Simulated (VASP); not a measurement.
A run of VASP 6.6.1 is set up as follows.

Contents of INCAR:

```
SYSTEM = EuO
  ALGO = Normal
  EDIFF = 1E-6
  ENCUT = 600
  GGA = PS
  GGA_COMPAT = .False.
  ISIF = 2
  ISMEAR = 1
  ISPIN = 2
  LASPH = .True.
  LCHARG = .False.
  LDAU = .True.
  LDAUJ = 0 0
  LDAUL = 3 -1
  LDAUPRINT = 1
  LDAUTYPE = 2
  LDAUU = 2 0
  LMAXMIX = 6
  LORBIT = 11
  LREAL = .False.
  LWAVE = .False.
  MAGMOM = 7 0
  NBANDS = 22
  NELM = 200
  PREC = Accurate
  SIGMA = 0.05
```

The input KPOINTS:

```
k-points
0
Gamma
  7 7 7
  0 0 0
```

Contents of POSCAR:

```
EuO
1.0
    0.0000000000      2.5719500000      2.5719500000
    2.5719500000      0.0000000000      2.5719500000
    2.5719500000      2.5719500000      0.0000000000
Eu O
1 1
Direct
    0.0000000000      0.0000000000      0.0000000000
    0.5000000000      0.5000000000      0.5000000000
```

Potentials or basis: VASP PAW PBE potentials, release 64 (Eu, O).

Run with:

```bash
$ cat potpaw_PBE.64/Eu/POTCAR potpaw_PBE.64/O/POTCAR > POTCAR
$ mpirun -np 1 vasp_std > vasp.out
```

Q: Estimate the site moments.

A: Eu +6.65; O -0.11 μB.

Q: What does it give for the band gap on the k mesh?

A: Zero (filled and empty bands overlap).

Q: Predict the pressure.

A: -7.4 GPa.

Eigenvalues of the final occupation matrices:
```csv
site,spin,trace,eigenvalues
site 1 f,1,6.67,0.94 0.94 0.94 0.94 0.96 0.96 0.96
site 1 f,2,0.02,0.00 0.00 0.00 0.00 0.01 0.01 0.01
```

Caveat: the PAW data sets were made with another functional, which shifts forces and pressure a little; spin-orbit coupling is left out, which moves the levels of the heavy elements; a cell with one magnetic atom can't hold antiferromagnetic order, which such compounds often take. The state reached can hang on the start; a lower one may exist.
